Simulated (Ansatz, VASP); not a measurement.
## One calculation of Ir, two programs

Contents of INCAR:

```
SYSTEM = Ir
PREC     = Accurate       ! precision mode
ENCUT    = 520            ! plane-wave cutoff, eV
EDIFF    = 1E-8           ! SCF threshold, eV
ISMEAR   = -1             ! smearing method
SIGMA    = 0.05           ! smearing width, eV
LREAL    = .False.        ! projectors in reciprocal space
LASPH    = .True.         ! aspherical terms in the spheres
NELM     = 100            ! most SCF steps
ALGO     = Normal         ! electronic algorithm
ISIF     = 2              ! what is computed and relaxed
LWAVE    = .False.        ! write WAVECAR
LCHARG   = .False.        ! write CHGCAR
GGA      = PE             ! functional
LEFG     = .True.       
NBANDS   = 16             ! bands
```

Contents of KPOINTS:

```
Automatic mesh
0
Gamma
  10 10 10
  0 0 0
```

File POSCAR:

```
Ir
1.0
    0.0000000000      2.6272165707      2.6272165707
    2.6272165707      0.0000000000      2.6272165707
    2.6272165707      2.6272165707      0.0000000000
Ir
2
Direct
   -0.2600000000     -0.0800000000     -0.0800000000
    0.2600000000      0.0800000000      0.0800000000
```

Input for Ansatz:

```yaml
crystal:
  lattice:
    - [0.0, 2.6272165707, 2.6272165707]
    - [2.6272165707, 0.0, 2.6272165707]
    - [2.6272165707, 2.6272165707, 0.0]
  atoms:
    - { symbol: Ir, position: [-0.26, -0.08, -0.08] }
    - { symbol: Ir, position: [0.26, 0.08, 0.08] }
kpoints:
  mp_grid: { grid: [10, 10, 10] }
scf:
  occupations: { method: fermi_dirac, width: 0.05 }
hamiltonian:
  xc: pbe
  pseudopotentials: { kind: paw }
output:
  forces: true
  stress: true
  eigenvalues: true
  efg: { contact_densities: true }
  populations: true
```

Change from the starting cell: shortest bond scaled by 0.64, PAW files.

Alike in both runs: task electric field gradients; functional PBE; k mesh 10 × 10 × 10; occupations fermi-dirac, width 0.05 eV; no spin polarisation.

|  | VASP | Ansatz |
| --- | --- | --- |
| version | VASP 6.6.1 | Ansatz 0.2.0 |
| potentials or method | VASP PAW PBE potentials, release 64 (Ir) | PAW with Ansatz's default frozen-core files, scalar-relativistic |
| plane-wave cutoff (eV) | 520 | 420 |
| valence electrons in the cell | 18 | 34 |

VASP gave:

```
pressure (GPa)                                                : 169.1
traceless stress, the component that is largest in VASP (GPa) : -170.11
rms of the force components (eV/Å)                            : 46.863
size of Vzz on the site where it differs most (V/Å²)          : 448.4
```

Question: Estimate Ansatz's values.

Answer: Pressure (GPa): 408.8; traceless stress, the component that is largest in VASP (GPa): -391.06; rms of the force components (eV/Å): 105.646; size of Vzz on the site where it differs most (V/Å²): 1103.4.

Atom by atom the forces differ by 58.783 eV/Å (rms over components). The pressures are high and differ by over a tenth, so treat them with care. VASP's potentials hold 18 valence electrons a cell and Ansatz's 34, so a difference there can come from the potentials and not from the codes.

Spin-orbit coupling is off throughout. Noted on VASP's run: the cell as given lies far from equilibrium.
